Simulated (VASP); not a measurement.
# MgAlC4N4 (P-43m) in VASP: single point with PBE

Aim: the single point of MgAlC4N4 with PBE.

All numbers are computed with VASP 6.6.1; they aren't measurements. Logs are shortened: lines on timing, memory, paths and dates and some standing lists are left out, and cuts for length are marked.

## Step 1: The cell of the first run

The structure is cubic, space group P-43m (No. 215). The conventional cell has a = 5.983 Å, b = 5.983 Å, c = 5.983 Å, α = 90.00°, β = 90.00°, γ = 90.00°. Within 2.7 Å of Mg (site symmetry -43m) lie 4 N at 2.04 Å. Al (site symmetry -43m) has 4 C at 1.97 Å within 2.6 Å. C (site symmetry 3m) has 1 N at 1.17 Å within 1.6 Å. N (site symmetry 3m) has 1 C at 1.17 Å within 1.6 Å.

## Step 2: Single point, PBE, collinear spin, ferromagnetic start

Input file INCAR:

```
ALGO     = Normal         # electronic algorithm
EDIFF    = 1E-6           # SCF threshold, eV
ENCUT    = 520            # plane-wave cutoff, eV
GGA      = PE             # functional
ISIF     = 2              # what is computed and relaxed
ISMEAR   = 0              # smearing method
ISPIN    = 2              # spin polarisation
LASPH    = T              # aspherical terms in the spheres
LCHARG   = F              # write CHGCAR
LORBIT   = 11             # projections on sites
LREAL    = F              # projectors in reciprocal space
LWAVE    = F              # write WAVECAR
MAGMOM   = 0 0 1 1 1 1 1 1 1 1 # initial moments
NBANDS   = 36             # bands
NELM     = 150            # most SCF steps
PREC     = Accurate       # precision mode
SIGMA    = 0.1            # smearing width, eV
```

Input file KPOINTS:

```
k-points
0
Gamma
  4 4 4
```

Input file POSCAR:

```
MgAlC4N4
1.0
    5.9828819258      0.0000000000      0.0000000000
    0.0000000000      5.9828819258      0.0000000000
    0.0000000000      0.0000000000      5.9828819258
Mg Al C N
1 1 4 4
Direct
    0.5000000000      0.5000000000      0.5000000000
    0.0000000000      0.0000000000      0.0000000000
    0.1898572456      0.1898572456      0.1898572456
    0.1898572456      0.8101427544      0.8101427544
    0.8101427544      0.1898572456      0.8101427544
    0.8101427544      0.8101427544      0.1898572456
    0.3030008799      0.3030008799      0.3030008799
    0.3030008799      0.6969991201      0.6969991201
    0.6969991201      0.3030008799      0.6969991201
    0.6969991201      0.6969991201      0.3030008799
```

Potentials or basis: VASP PAW PBE potentials, release 64 (Mg, Al, C, N).

Started as:

```sh
cat potpaw_PBE.64/Mg/POTCAR potpaw_PBE.64/Al/POTCAR potpaw_PBE.64/C/POTCAR potpaw_PBE.64/N/POTCAR > POTCAR
mpirun -np 1 vasp_std > vasp.out
```

OUTCAR:

```text
EDIFF = 1E-6
   ENCUT = 520
   GGA = PE
   ISIF = 2
   ISMEAR = 0
   ISPIN = 2
   LASPH = T
   LORBIT = 11
   LREAL = F
   NELM = 150
   PREC = Accurate

 ion  position               nearest neighbor table
   1  0.500  0.500  0.500-   7 2.04   8 2.04   9 2.04  10 2.04
   2  0.000  0.000  0.000-   3 1.97   4 1.97   5 1.97   6 1.97
   3  0.190  0.190  0.190-   7 1.17   2 1.97
   4  0.190  0.810  0.810-   8 1.17   2 1.97
   5  0.810  0.190  0.810-   9 1.17   2 1.97
   6  0.810  0.810  0.190-  10 1.17   2 1.97
   7  0.303  0.303  0.303-   3 1.17   1 2.04
   8  0.303  0.697  0.697-   4 1.17   1 2.04
   9  0.697  0.303  0.697-   5 1.17   1 2.04
  10  0.697  0.697  0.303-   6 1.17   1 2.04

  LATTYP: Found a simple cubic cell.
 ALAT       =     5.9828819258

  Lattice vectors:

 A1 = (   5.9828819258,   0.0000000000,   0.0000000000)
 A2 = (   0.0000000000,   5.9828819258,   0.0000000000)
 A3 = (   0.0000000000,   0.0000000000,   5.9828819258)

Analysis of symmetry for initial positions (statically):
=====================================================================
 Subroutine PRICEL returns:
 Original cell was already a primitive cell.

 Routine SETGRP: Setting up the symmetry group for a
 simple cubic supercell.

 Subroutine GETGRP returns: Found 24 space group operations
 (whereof 24 operations were pure point group operations)
 out of a pool of 48 trial point group operations.

The static configuration has the point symmetry T_d .

Analysis of symmetry for dynamics (positions and initial velocities):
=====================================================================
 Subroutine PRICEL returns:
 Original cell was already a primitive cell.

 Routine SETGRP: Setting up the symmetry group for a
 simple cubic supercell.

 Subroutine GETGRP returns: Found 24 space group operations
 (whereof 24 operations were pure point group operations)
 out of a pool of 48 trial point group operations.

The dynamic configuration has the point symmetry T_d .

Analysis of structural, dynamic, and magnetic symmetry:
=====================================================================
 Subroutine PRICEL returns:
 Original cell was already a primitive cell.

 Routine SETGRP: Setting up the symmetry group for a
 simple cubic supercell.

 Subroutine GETGRP returns: Found 24 space group operations
 (whereof 24 operations were pure point group operations)
 out of a pool of 48 trial point group operations.

The overall configuration has the point symmetry T_d .

 Subroutine INISYM returns: Found 24 space group operations
 (whereof 24 operations are pure point group operations),
 and found     1 'primitive' translations

----------------------------------------------------------------------------------------

                                     Primitive cell

  volume of cell :     214.1565

  direct lattice vectors                    reciprocal lattice vectors
     5.982881926  0.000000000  0.000000000     0.167143529  0.000000000  0.000000000
     0.000000000  5.982881926  0.000000000     0.000000000  0.167143529  0.000000000
     0.000000000  0.000000000  5.982881926     0.000000000  0.000000000  0.167143529

  length of vectors
     5.982881926  5.982881926  5.982881926     0.167143529  0.167143529  0.167143529

  position of ions in fractional coordinates (direct lattice)
     0.500000000  0.500000000  0.500000000
     0.000000000  0.000000000  0.000000000
     0.189857246  0.189857246  0.189857246
     0.189857246  0.810142754  0.810142754
     0.810142754  0.189857246  0.810142754
     0.810142754  0.810142754  0.189857246
     0.303000880  0.303000880  0.303000880
     0.303000880  0.696999120  0.696999120
     0.696999120  0.303000880  0.696999120
     0.696999120  0.696999120  0.303000880

  ion indices of the primitive-cell ions
   primitive index   ion index
                 1           1
                 2           2
                 3           3
                 4           4
                 5           5
                 6           6
                 7           7
                 8           8
                 9           9
                10          10

----------------------------------------------------------------------------------------

 KPOINTS: k-points

Automatic generation of k-mesh.
 Grid dimensions read from file:
 generate k-points for:    4    4    4

 Generating k-lattice:

  Cartesian coordinates                     Fractional coordinates (reciprocal lattice)
     0.041785882  0.000000000  0.000000000     0.250000000  0.000000000  0.000000000
     0.000000000  0.041785882  0.000000000     0.000000000  0.250000000  0.000000000
     0.000000000  0.000000000  0.041785882     0.000000000  0.000000000  0.250000000

  Length of vectors
     0.041785882  0.041785882  0.041785882

  Shift w.r.t. Gamma in fractional coordinates (k-lattice)
     0.000000000  0.000000000  0.000000000

 Subroutine IBZKPT returns following result:
 ===========================================

 Found     10 irreducible k-points:

 Following reciprocal coordinates:
            Coordinates               Weight
  0.000000  0.000000  0.000000      1.000000
  0.250000  0.000000  0.000000      6.000000
  0.500000  0.000000  0.000000      3.000000
  0.250000  0.250000  0.000000     12.000000
  0.500000  0.250000  0.000000     12.000000
  0.500000  0.500000  0.000000      3.000000
  0.250000  0.250000  0.250000      8.000000
  0.500000  0.250000  0.250000     12.000000
  0.500000  0.500000  0.250000      6.000000
  0.500000  0.500000  0.500000      1.000000
   k-points           NKPTS =     10   k-points in BZ     NKDIM =     10   number of bands    NBANDS=     36
   number of dos      NEDOS =    301   number of ions     NIONS =     10
   total plane-waves  NPLWV = 110592
   dimension x,y,z NGX =    48 NGY =   48 NGZ =   48
   dimension x,y,z NGXF=    96 NGYF=   96 NGZF=   96
   ions per type =               1   1   4   4
   NGX,Y,Z   is equivalent  to a cutoff of  13.34, 13.34, 13.34 a.u.
   NGXF,Y,Z  is equivalent  to a cutoff of  26.68, 26.68, 26.68 a.u.
 SYSTEM =  unknown system
   PREC   = accura    normal or accurate (medium, high low for compatibility)
   ISTART =      0    job   : 0-new  1-cont  2-samecut
   ICHARG =      2    charge: 1-file 2-atom 10-const
   ISPIN  =      2    spin polarized calculation?
   LNONCOLLINEAR =      F non collinear calculations
   LSORBIT =      F    spin-orbit coupling
   LASPH  =      T    aspherical Exc in radial PAW
   ENCUT  =  520.0 eV  38.22 Ry    6.18 a.u.  11.12 11.12 11.12*2*pi/ulx,y,z
   NELM   =    150;   NELMIN=  2; NELMDL= -5     # of ELM steps
   EDIFF  = 0.1E-05   stopping-criterion for ELM
   LREAL  =      F    real-space projection
   EDIFFG = 0.1E-04   stopping-criterion for IOM
   NSW    =      0    number of steps for IOM
   IBRION =     -1    ionic relax: 0-MD 1-quasi-New 2-CG
   NFREE  =      0    steps in history (QN), initial steepest desc. (CG)
   ISIF   =      2    stress and relaxation
   ISYM   =      2    0-nonsym 1-usesym 2-fastsym
   POTIM  = 0.5000    time-step for ionic-motion
   TEBEG  =    0.0;   TEEND  =   0.0 temperature during run
   PSTRESS=    0.0 pullay stress
   NELECT =      41.0000    total number of electrons
   NUPDOWN=      -1.0000    fix difference up-down
   EMIN   =  10.00;   EMAX   =-10.00  energy-range for DOS
   EFERMI =   0.00;   METHOD = LEGACY
   ISMEAR =     0;   SIGMA  =   0.10  broadening in eV -4-tet -1-fermi 0-gaus
   EFERMI_NEDOS =   21; number of points for ismear=-14 and -15
   IALGO  =     38    algorithm
   IMIX   =      4    mixing-type and parameters
     AMIX     =   0.40;   BMIX     =  1.00
     AMIX_MAG =   1.60;   BMIX_MAG =  1.00
  volume/ion in A,a.u.               =      21.42       144.52
  Fermi-wavevector in a.u.,A,eV,Ry     =   0.943537  1.783027 12.112755  0.890262
  Thomas-Fermi vector in A             =   2.071254
   LORBIT       =     11    0 simple, 1 ext, 2 COOP (PROOUT), +10 PAW based schemes
   GGA     = PE    functional components
   LHFCALC =     F    Hartree Fock is set to
   AEXX    =    0.0000 exact exchange contribution
   IVDW    =     0    specifies the selected vdW correction
   LEPSILON=     F    determine dielectric tensor
   LRPA    =     F    only Hartree local field effects (RPA)
 spin polarized calculation
 Gauss-broadening in eV      SIGMA  =   0.10
  energy-cutoff  :      520.00
  volume of cell :      214.16
 maximum number of plane-waves:      5832
 NGX is ok and might be reduce to    48
   NGX = 23   NGY = 23   NGZ = 23

 number of electron      41.0000008 magnetization       0.8460335

 Free energy of the ion-electron system (eV)
  ---------------------------------------------------
  ext. energy  EPLUGINS =         0.00000000
  ---------------------------------------------------
  free energy    TOTEN  =       -74.68667133 eV

  energy without entropy =      -74.65269157  energy(sigma->0) =      -74.66968145

 E-fermi :   1.6588     XC(G=0):  -6.7654

 val. band max:        1.6554211110   @ k =   0.5000   0.2500   0.0000
 cond. band min:       1.7034295382   @ k =   0.5000   0.2500   0.2500
 fundamental gap:      0.0480084272
 Fermi energy:         1.6588435045

 spin component 1

 k-point     1 :       0.0000    0.0000    0.0000
  band No.  band energies     occupation
      1     -18.6662      1.00000
      2     -18.5556      1.00000
      3     -18.5556      1.00000
      4     -18.5556      1.00000
      5      -9.8062      1.00000
      6      -7.8313      1.00000
[... 339 lines left out ...]
     31       5.6143      0.00000
     32       5.7636      0.00000
 Fermi energy:         1.6588435045

 spin component 2

 k-point     1 :       0.0000    0.0000    0.0000
  band No.  band energies     occupation
      1     -18.6111      1.00000
      2     -18.5022      1.00000
      3     -18.5022      1.00000
      4     -18.5022      1.00000
      5      -9.6380      1.00000
      6      -7.7041      1.00000
[... 339 lines left out ...]
     31       5.7262      0.00000
     32       5.9417      0.00000
 [bands above 32 left out]

------------------------ aborting loop because EDIFF is reached ----------------------------------------

  FORCE on cell =-STRESS in cart. coord.  units (eV):
  Direction    XX          YY          ZZ          XY          YZ          ZX
  --------------------------------------------------------------------------------------
  -------------------------------------------------------------------------------------
  Total        0.5132488      0.5132488      0.5132488      0.0000000     -0.0000000     -0.0000000
  in kB        3.8397880      3.8397880      3.8397880      0.0000000     -0.0000000     -0.0000000
  external PRESSURE =       3.8397880 kB  Pullay stress =       0.0000000 kB

 VOLUME and BASIS-vectors are now :
 -----------------------------------------------------------------------------
  energy-cutoff  :      520.00
  volume of cell :      214.16
      direct lattice vectors                 reciprocal lattice vectors
     5.982881926  0.000000000  0.000000000     0.167143529  0.000000000  0.000000000
     0.000000000  5.982881926  0.000000000     0.000000000  0.167143529  0.000000000
     0.000000000  0.000000000  5.982881926     0.000000000  0.000000000  0.167143529

 POSITION                                       TOTAL-FORCE (eV/Angst)
 -----------------------------------------------------------------------------------
      2.99144      2.99144      2.99144         0.000000     -0.000000      0.000000
      0.00000      0.00000      0.00000         0.000000     -0.000000      0.000000
      1.13589      1.13589      1.13589        -0.222173     -0.222173     -0.222173
      1.13589      4.84699      4.84699        -0.222173      0.222173      0.222173
      4.84699      1.13589      4.84699         0.222173     -0.222173      0.222173
      4.84699      4.84699      1.13589         0.222173      0.222173     -0.222173
      1.81282      1.81282      1.81282         0.228710      0.228710      0.228710
      1.81282      4.17006      4.17006         0.228710     -0.228710     -0.228710
      4.17006      1.81282      4.17006        -0.228710      0.228710     -0.228710
      4.17006      4.17006      1.81282        -0.228710     -0.228710      0.228710
 -----------------------------------------------------------------------------------
    total drift:                               -0.000000     -0.000000     -0.000000

  FREE ENERGIE OF THE ION-ELECTRON SYSTEM (eV)
  ---------------------------------------------------
  free  energy   TOTEN  =       -74.6866713340 eV

  energy  without entropy=      -74.6526915656  energy(sigma->0) =      -74.66968145

 total charge

# of ion       s       p       d       tot
------------------------------------------
    1        0.143   0.166   0.060   0.369
    2        0.350   0.436   0.000   0.786
    3        0.953   1.664   0.000   2.617
    4        0.953   1.664   0.000   2.617
    5        0.953   1.664   0.000   2.617
    6        0.953   1.664   0.000   2.617
    7        1.306   2.585   0.000   3.891
    8        1.306   2.585   0.000   3.891
    9        1.306   2.585   0.000   3.891
   10        1.306   2.585   0.000   3.891
--------------------------------------------------
tot          9.527  17.598   0.060  27.186

 magnetization (x)

# of ion       s       p       d       tot
------------------------------------------
    1       -0.000   0.003   0.003   0.006
    2       -0.000   0.016   0.000   0.016
    3        0.004   0.033   0.000   0.037
    4        0.004   0.033   0.000   0.037
    5        0.004   0.033   0.000   0.037
    6        0.004   0.033   0.000   0.037
    7        0.001   0.034   0.000   0.035
    8        0.001   0.034   0.000   0.035
    9        0.001   0.034   0.000   0.035
   10        0.001   0.034   0.000   0.035
--------------------------------------------------
tot          0.020   0.285   0.003   0.308
```

Run time: 5.3 min. Hardware: 1 thread of Intel Xeon 8259CL, shared host; peak memory 0.48 GiB.

Results:

| Item | Value |
| --- | --- |
| Free energy | -74.6867 eV |
| Pressure | 0.4 GPa |
| Largest force | 0.396 eV/Å |
| Net moment | 0.85 μB per cell |
| Site moments | Mg +0.01; Al +0.02; C +0.04; N +0.04 μB |
| Valence electrons inside the program's atomic spheres | Mg 0.37; Al 0.79; C 2.62; N 3.89 |

Forces on the atoms (eV/Å):
```
Mg   0.000  0.000  0.000
Al   0.000  0.000  0.000
C   -0.222 -0.222 -0.222
C   -0.222  0.222  0.222
C    0.222 -0.222  0.222
C    0.222  0.222 -0.222
N    0.229  0.229  0.229
N    0.229 -0.229 -0.229
N   -0.229  0.229 -0.229
N   -0.229 -0.229  0.229
```
